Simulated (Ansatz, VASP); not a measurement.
# Two plane-wave programs on Sn

```
Sn
1.0
    -1.68616    1.68589    2.27881
     1.68616   -1.68589    2.27881
     1.68616    1.68589   -2.27881
Sn
1
Direct
  0.00000 0.00000 0.00000
```

Alike in both runs: functional LDA; k mesh 11 × 11 × 11; occupations gaussian, width 0.1 eV; no spin polarisation.

Ansatz relaxed the structure, and its values are those at the end. VASP's run is a single point on that final structure, the one shown.

|  | VASP | Ansatz |
| --- | --- | --- |
| version | VASP 6.6.1 | Ansatz 0.2.0 |
| potentials or method | VASP PAW LDA potentials, release 64 (Sn_d) | plane waves, PAW |
| plane-wave cutoff (eV) | 520 | 420 |
| valence electrons in the cell | 14 | 14 |

|  | VASP | Ansatz | Ansatz less VASP |
| --- | --- | --- | --- |
| pressure (GPa) | 0.0 | 0.0 | -0.01 |

LDA's correlation is that of Perdew and Zunger in VASP and of Perdew and Wang (1992) in Ansatz.
